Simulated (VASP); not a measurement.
## Mo: relaxation of cell and atoms with PBE

The system is Mo.

```
CELL_PARAMETERS angstrom
-1.54302 1.54302 1.54302
1.54302 -1.54302 1.54302
1.54302 1.54302 -1.54302
ATOMIC_POSITIONS crystal
Mo 0.00000 0.00000 0.00000
```

```
Program                : VASP 6.6.1
Task                   : relaxation of cell and atoms
Functional             : PBE
Potentials or basis    : VASP PAW PBE potentials, release 64 (Mo_sv)
Cutoff                 : 600 eV
k mesh                 : 18 × 18 × 18
Occupations            : fermi-dirac, width 0.1 eV
Spin                   : no spin polarisation
Target pressure        : 22 GPa
Dipole correction      : no
Further INCAR settings : ALGO = Normal; EDIFF = 1e-06; IBRION = 2; EDIFFG = -0.002; NSW = 80; ISIF = 3
```

| Item | Value |
| --- | --- |
| Relaxed volume | 14.71 Å³/atom |
| Relaxed cell | a = 2.673 Å, b = 2.673 Å, c = 2.673 Å, α = 109.47°, β = 109.47°, γ = 109.47° |
| Space group after relaxing (to 0.1 Å) | Im-3m (No. 229) |
| Energy change on relaxing (the run minimises the enthalpy) | -2.0 meV/atom |
| Ionic steps | 3 |
| Pressure after relaxing | 22.0 GPa |
| Band gap on the k mesh | zero (bands 7 and 8 overlap by 5.83 eV) |

The path:
| step | energy change (eV) | largest force (eV/Å) | pressure (GPa) | volume (Å³) |
| --- | --- | --- | --- | --- |
| 1 | 0.0000 | 0.0000 | 22.36 | 14.70 |
| 2 | -0.0095 | 0.0000 | 20.69 | 14.77 |
| 3 | -0.0020 | 0.0000 | 22.00 | 14.71 |

Final structure:
```yaml
crystal:
  lattice:
    - [-1.54353, 1.54353, 1.54353]
    - [1.54353, -1.54353, 1.54353]
    - [1.54353, 1.54353, -1.54353]
  atoms:
    - { symbol: Mo, position: [0.00000, 0.00000, 0.00000] }
```

Levels at points of the mesh, in eV from the Fermi level:
| k point | band 3 | band 4 | band 5 | band 6 | band 7 | band 8 | band 9 | band 10 | band 11 |
| --- | --- | --- | --- | --- | --- | --- | --- | --- | --- |
| (0.00, 0.00, 0.00) | -34.43 | -34.43 | -7.44 | -1.51 | -1.51 | -1.51 | 1.75 | 1.75 | 14.90 |
| (0.50, 0.00, 0.00) | -34.96 | -34.44 | -5.72 | -3.72 | 1.82 | 1.86 | 2.50 | 5.17 | 12.06 |
| (0.50, 0.50, 0.50) | -35.58 | -35.58 | -5.95 | -5.95 | 4.32 | 4.32 | 4.32 | 9.54 | 9.54 |

Run time: 36 s on 1 thread of AMD EPYC 9R45 96-Core Processor (Zen 5), with other jobs on the host, peak memory 0.14 GiB.

Caveat: the cell is relaxed towards a set pressure, so the run minimises the enthalpy, not the energy.
